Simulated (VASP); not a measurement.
# AlN (Fm-3m) in VASP: a series of runs

The runs below take AlN through single point, with PBE.

Everything below comes from runs of VASP 6.6.1. Logs are shortened: lines on timing, memory, paths and dates and some standing lists are left out, and cuts for length are marked.

### 1 The cell of the first run

The structure is cubic, space group Fm-3m (No. 225). The conventional cell has a = 3.779 Å, b = 3.779 Å, c = 3.779 Å, α = 90.00°, β = 90.00°, γ = 90.00°. Within 2.5 Å of Al (site symmetry m-3m) lie 6 N at 1.89 Å. N (site symmetry m-3m) has 6 Al at 1.89 Å within 2.5 Å.

### 2 Single point, PBE (volume scaled by 0.800)

File INCAR:

```
PREC = Accurate ; ENCUT = 520
EDIFF = 1E-6 ; ISMEAR = 0
SIGMA = 0.05 ; LREAL = False
LASPH = True ; NELM = 60
ALGO = Normal ; ISIF = 2
LWAVE = False ; LCHARG = False
GGA = PE ; NBANDS = 11
```

File KPOINTS:

```
regular mesh
0
Gamma
  10 10 10
```

File POSCAR:

```
AlN
1.0
    0.0000000000      1.8893816409      1.8893816409
    1.8893816409      0.0000000000      1.8893816409
    1.8893816409      1.8893816409      0.0000000000
Al N
1 1
Direct
    0.5000000000      0.5000000000      0.5000000000
    0.0000000000      0.0000000000      0.0000000000
```

Potentials or basis: VASP PAW PBE potentials, release 64 (Al, N).

The run is started by

```sh
$ cat potpaw_PBE.64/Al/POTCAR potpaw_PBE.64/N/POTCAR > POTCAR
$ mpirun -np 1 vasp_std > vasp.out
```

OUTCAR:

```text
PREC = Accurate
   ENCUT = 520
   EDIFF = 1E-6
   ISMEAR = 0
   LREAL = False
   LASPH = True
   NELM = 60
   ISIF = 2
   GGA = PE

 ion  position               nearest neighbor table
   1  0.500  0.500  0.500-   2 1.89   2 1.89   2 1.89   2 1.89   2 1.89   2 1.89
   2  0.000  0.000  0.000-   1 1.89   1 1.89   1 1.89   1 1.89   1 1.89   1 1.89

  LATTYP: Found a face centered cubic cell.
 ALAT       =     3.7787632818

  Lattice vectors:

 A1 = (   0.0000000000,   1.8893816409,   1.8893816409)
 A2 = (   1.8893816409,   0.0000000000,   1.8893816409)
 A3 = (   1.8893816409,   1.8893816409,   0.0000000000)

Analysis of symmetry for initial positions (statically):
=====================================================================
 Subroutine PRICEL returns:
 Original cell was already a primitive cell.

 Routine SETGRP: Setting up the symmetry group for a
 face centered cubic supercell.

 Subroutine GETGRP returns: Found 48 space group operations
 (whereof 48 operations were pure point group operations)
 out of a pool of 48 trial point group operations.

The static configuration has the point symmetry O_h .

Analysis of symmetry for dynamics (positions and initial velocities):
=====================================================================
 Subroutine PRICEL returns:
 Original cell was already a primitive cell.

 Routine SETGRP: Setting up the symmetry group for a
 face centered cubic supercell.

 Subroutine GETGRP returns: Found 48 space group operations
 (whereof 48 operations were pure point group operations)
 out of a pool of 48 trial point group operations.

The dynamic configuration has the point symmetry O_h .

 Subroutine INISYM returns: Found 48 space group operations
 (whereof 48 operations are pure point group operations),
 and found     1 'primitive' translations

----------------------------------------------------------------------------------------

                                     Primitive cell

  volume of cell :      13.4893

  direct lattice vectors                    reciprocal lattice vectors
     0.000000000  1.889381641  1.889381641    -0.264636847  0.264636847  0.264636847
     1.889381641  0.000000000  1.889381641     0.264636847 -0.264636847  0.264636847
     1.889381641  1.889381641  0.000000000     0.264636847  0.264636847 -0.264636847

  length of vectors
     2.671989141  2.671989141  2.671989141     0.458364464  0.458364464  0.458364464

  position of ions in fractional coordinates (direct lattice)
     0.500000000  0.500000000  0.500000000
     0.000000000  0.000000000  0.000000000

  ion indices of the primitive-cell ions
   primitive index   ion index
                 1           1
                 2           2

----------------------------------------------------------------------------------------

 KPOINTS: regular mesh

Automatic generation of k-mesh.
 Grid dimensions read from file:
 generate k-points for:   10   10   10

 Generating k-lattice:

  Cartesian coordinates                     Fractional coordinates (reciprocal lattice)
    -0.026463685  0.026463685  0.026463685     0.100000000  0.000000000  0.000000000
     0.026463685 -0.026463685  0.026463685     0.000000000  0.100000000  0.000000000
     0.026463685  0.026463685 -0.026463685     0.000000000  0.000000000  0.100000000

  Length of vectors
     0.045836446  0.045836446  0.045836446

  Shift w.r.t. Gamma in fractional coordinates (k-lattice)
     0.000000000  0.000000000  0.000000000

 Subroutine IBZKPT returns following result:
 ===========================================

 Found     47 irreducible k-points:

 Following reciprocal coordinates:
            Coordinates               Weight
  0.000000  0.000000  0.000000      1.000000
  0.100000  0.000000  0.000000      8.000000
  0.200000  0.000000  0.000000      8.000000
  0.300000  0.000000  0.000000      8.000000
  0.400000  0.000000  0.000000      8.000000
  0.500000  0.000000  0.000000      4.000000
[... 16 lines left out ...]
  0.300000  0.300000  0.000000      6.000000
  0.400000  0.300000  0.000000     24.000000
 [... further k-points ...]
   k-points           NKPTS =     47   k-points in BZ     NKDIM =     47   number of bands    NBANDS=     11
   number of dos      NEDOS =    301   number of ions     NIONS =      2
   total plane-waves  NPLWV =   8000
   dimension x,y,z NGX =    20 NGY =   20 NGZ =   20
   dimension x,y,z NGXF=    40 NGYF=   40 NGZF=   40
   ions per type =               1   1
   NGX,Y,Z   is equivalent  to a cutoff of  12.44, 12.44, 12.44 a.u.
   NGXF,Y,Z  is equivalent  to a cutoff of  24.89, 24.89, 24.89 a.u.
 SYSTEM =  unknown system
   PREC   = accura    normal or accurate (medium, high low for compatibility)
   ISTART =      0    job   : 0-new  1-cont  2-samecut
   ICHARG =      2    charge: 1-file 2-atom 10-const
   ISPIN  =      1    spin polarized calculation?
   LNONCOLLINEAR =      F non collinear calculations
   LSORBIT =      F    spin-orbit coupling
   LASPH  =      T    aspherical Exc in radial PAW
   ENCUT  =  520.0 eV  38.22 Ry    6.18 a.u.   4.97  4.97  4.97*2*pi/ulx,y,z
   NELM   =     60;   NELMIN=  2; NELMDL= -5     # of ELM steps
   EDIFF  = 0.1E-05   stopping-criterion for ELM
   LREAL  =      F    real-space projection
   EDIFFG = 0.1E-04   stopping-criterion for IOM
   NSW    =      0    number of steps for IOM
   IBRION =     -1    ionic relax: 0-MD 1-quasi-New 2-CG
   NFREE  =      0    steps in history (QN), initial steepest desc. (CG)
   ISIF   =      2    stress and relaxation
   ISYM   =      2    0-nonsym 1-usesym 2-fastsym
   POTIM  = 0.5000    time-step for ionic-motion
   TEBEG  =    0.0;   TEEND  =   0.0 temperature during run
   PSTRESS=    0.0 pullay stress
   NELECT =       8.0000    total number of electrons
   NUPDOWN=      -1.0000    fix difference up-down
   EMIN   =  10.00;   EMAX   =-10.00  energy-range for DOS
   EFERMI =   0.00;   METHOD = LEGACY
   ISMEAR =     0;   SIGMA  =   0.05  broadening in eV -4-tet -1-fermi 0-gaus
   EFERMI_NEDOS =   21; number of points for ismear=-14 and -15
   IALGO  =     38    algorithm
   IMIX   =      4    mixing-type and parameters
     AMIX     =   0.40;   BMIX     =  1.00
     AMIX_MAG =   1.60;   BMIX_MAG =  1.00
  volume/ion in A,a.u.               =       6.74        45.52
  Fermi-wavevector in a.u.,A,eV,Ry     =   1.375440  2.599206 25.739999  1.891837
  Thomas-Fermi vector in A             =   2.500776
   LORBIT       =      0    0 simple, 1 ext, 2 COOP (PROOUT), +10 PAW based schemes
   GGA     = PE    functional components
   LHFCALC =     F    Hartree Fock is set to
   AEXX    =    0.0000 exact exchange contribution
   IVDW    =     0    specifies the selected vdW correction
   LEPSILON=     F    determine dielectric tensor
   LRPA    =     F    only Hartree local field effects (RPA)
 non-spin polarized calculation
 Gauss-broadening in eV      SIGMA  =   0.05
  energy-cutoff  :      520.00
  volume of cell :       13.49
 maximum number of plane-waves:       372
   NGX =  9   NGY =  9   NGZ =  9

 number of electron       8.0000000 magnetization

 Free energy of the ion-electron system (eV)
  ---------------------------------------------------
  ext. energy  EPLUGINS =         0.00000000
  ---------------------------------------------------
  free energy    TOTEN  =       -13.78607505 eV

  energy without entropy =      -13.78607505  energy(sigma->0) =      -13.78607505

 E-fermi :  13.1273     XC(G=0): -13.2714

 val. band max:       12.8362715621   @ k =   0.0000   0.0000   0.0000
 cond. band min:      17.7020005337   @ k =   0.5000   0.5000   0.0000
 fundamental gap:      4.8657289716
 Fermi energy:        13.1273059946

 k-point     1 :       0.0000    0.0000    0.0000
  band No.  band energies     occupation
      1      -6.7090      2.00000
      2      12.8363      2.00000
      3      12.8363      2.00000
      4      12.8363      2.00000
      5      21.7602      0.00000
      6      25.6295      0.00000
      7      25.6295      0.00000
      8      25.6295      0.00000
      9      31.3561      0.00000
     10      32.1568      0.00000
     11      32.1568      0.00000

 k-point     2 :       0.1000    0.0000    0.0000
  band No.  band energies     occupation
      1      -6.4623      2.00000
      2      11.7726      2.00000
      3      12.6609      2.00000
      4      12.6609      2.00000
      5      22.2208      0.00000
      6      24.7773      0.00000
      7      26.0366      0.00000
      8      26.0366      0.00000
      9      31.0797      0.00000
     10      31.0797      0.00000
     11      33.2897      0.00000

 k-point     3 :       0.2000    0.0000    0.0000
  band No.  band energies     occupation
      1      -5.7404      2.00000
      2       9.3594      2.00000
      3      12.2403      2.00000
      4      12.2403      2.00000
      5      21.9147      0.00000
      6      25.2293      0.00000
      7      26.6632      0.00000
      8      26.6632      0.00000
      9      30.3717      0.00000
     10      30.3717      0.00000
     11      33.7336      0.00000

 k-point     4 :       0.3000    0.0000    0.0000
  band No.  band energies     occupation
      1      -4.6146      2.00000
      2       6.6180      2.00000
      3      11.7804      2.00000
      4      11.7804      2.00000
      5      21.0362      0.00000
      6      26.3504      0.00000
      7      26.3504      0.00000
      8      26.9601      0.00000
      9      31.8061      0.00000
     10      31.8061      0.00000
     11      32.7458      0.00000

 k-point     5 :       0.4000    0.0000    0.0000
  band No.  band energies     occupation
      1      -3.3087      2.00000
      2       4.2252      2.00000
      3      11.4450      2.00000
      4      11.4450      2.00000
      5      20.4964      0.00000
      6      25.7949      0.00000
      7      25.7949      0.00000
      8      28.4915      0.00000
      9      31.9441      0.00000
     10      34.3452      0.00000
     11      34.3452      0.00000
[... 211 lines left out ...]
 k-point    21 :      -0.3000    0.2000    0.0000
  band No.  band energies     occupation
      1      -3.0593      2.00000
      2       5.5471      2.00000
      3       8.3772      2.00000
      4      11.2877      2.00000
      5      22.6267      0.00000
      6      24.3460      0.00000
      7      26.8435      0.00000
      8      27.3476      0.00000
      9      31.3499      0.00000
     10      34.6158      0.00000
     11      37.1258      0.00000

 k-point    22 :      -0.2000    0.2000    0.0000
  band No.  band energies     occupation
      1      -4.2515      2.00000
      2       7.3475      2.00000
      3       9.1831      2.00000
      4      11.8221      2.00000
      5      23.6250      0.00000
      6      23.7335      0.00000
      7      26.3073      0.00000
      8      27.6266      0.00000
      9      28.9279      0.00000
     10      34.2062      0.00000
     11      36.9509      0.00000

 k-point    23 :       0.3000    0.3000    0.0000
  band No.  band energies     occupation
      1      -3.9587      2.00000
      2       7.3924      2.00000
      3      10.3762      2.00000
      4      10.3762      2.00000
      5      19.3110      0.00000
      6      22.0737      0.00000
      7      27.2043      0.00000
      8      31.0082      0.00000
      9      31.0082      0.00000
     10      35.3415      0.00000
     11      40.3342      0.00000

 k-point    24 :       0.4000    0.3000    0.0000
  band No.  band energies     occupation
      1      -2.9943      2.00000
      2       6.1033      2.00000
      3       9.4330      2.00000
      4      10.0644      2.00000
      5      19.3030      0.00000
      6      21.5746      0.00000
      7      27.5681      0.00000
      8      31.1015      0.00000
      9      32.1687      0.00000
     10      37.0378      0.00000
     11      40.9133      0.00000

 [... further k-points ...]
[... 5 lines left out ...]
  --------------------------------------------------------------------------------------
  -------------------------------------------------------------------------------------
  Total        7.3154496      7.3154496      7.3154496     -0.0000000     -0.0000000      0.0000000
  in kB      868.8854725    868.8854725    868.8854725     -0.0000000     -0.0000000      0.0000000
  external PRESSURE =     868.8854725 kB  Pullay stress =       0.0000000 kB

 VOLUME and BASIS-vectors are now :
 -----------------------------------------------------------------------------
  energy-cutoff  :      520.00
  volume of cell :       13.49
      direct lattice vectors                 reciprocal lattice vectors
     0.000000000  1.889381641  1.889381641    -0.264636847  0.264636847  0.264636847
     1.889381641  0.000000000  1.889381641     0.264636847 -0.264636847  0.264636847
     1.889381641  1.889381641  0.000000000     0.264636847  0.264636847 -0.264636847

 POSITION                                       TOTAL-FORCE (eV/Angst)
 -----------------------------------------------------------------------------------
      1.88938      1.88938      1.88938        -0.000000      0.000000     -0.000000
      0.00000      0.00000      0.00000         0.000000      0.000000      0.000000
 -----------------------------------------------------------------------------------
    total drift:                                0.000000     -0.000000     -0.000000

  FREE ENERGIE OF THE ION-ELECTRON SYSTEM (eV)
  ---------------------------------------------------
  free  energy   TOTEN  =       -13.7860750504 eV

  energy  without entropy=      -13.7860750504  energy(sigma->0) =      -13.78607505
```

Run time: 9.2 s. Hardware: 1 thread of Intel Xeon 6975P-C, shared host; peak memory 0.12 GiB.

What came out:

* Free energy: -13.7861 eV
* Pressure: 86.9 GPa
* Band gap on the k mesh: 4.87 eV, indirect (least direct gap 8.22 eV)

### 3 Single point, PBE (volume scaled by 0.840)

File INCAR:

```
ALGO = Normal
EDIFF = 1E-6
ENCUT = 520
GGA = PE
ISIF = 2
ISMEAR = 0
LASPH = True
LCHARG = True
LELF = True
LREAL = False
LVHAR = True
LWAVE = False
NBANDS = 11
NELM = 80
PREC = Accurate
SIGMA = 0.05
```

File KPOINTS:

```
k-points
0
Gamma
  10 10 10
```

File POSCAR:

```
AlN
1.0
    0.0000000000      1.9203606164      1.9203606164
    1.9203606164      0.0000000000      1.9203606164
    1.9203606164      1.9203606164      0.0000000000
Al N
1 1
Direct
    0.5000000000      0.5000000000      0.5000000000
    0.0000000000      0.0000000000      0.0000000000
```

Potentials or basis: VASP PAW PBE potentials, release 64 (Al, N).

The run is started by

```sh
$ cat potpaw_PBE.64/Al/POTCAR potpaw_PBE.64/N/POTCAR > POTCAR
$ mpirun -np 1 vasp_std > vasp.out
```

Run time: 7.9 s. Hardware: 1 thread of Intel Xeon 6975P-C, shared host; peak memory 0.12 GiB.

The run converged. Its results:

| Quantity | Value |
| --- | --- |
| Free energy | -14.0974 eV |
| Pressure | 61.6 GPa |
| Band gap on the k mesh | 4.99 eV, indirect (least direct gap 8.08 eV) |

Levels at points of the mesh, in eV from the valence-band top:
```
           k point  band 1  band 2  band 3  band 4  band 5  band 6  band 7  band 8
(0.00, 0.00, 0.00)  -19.04    0.00    0.00    0.00    8.08   12.65   12.65   12.65
(0.50, 0.00, 0.00)  -15.13   -9.36   -1.40   -1.40    7.15   12.31   12.31   15.60
(0.50, 0.50, 0.00)  -13.92   -8.47   -3.22   -3.22    4.99    6.20   16.04   19.83
```

 A k mesh can miss the band edges.
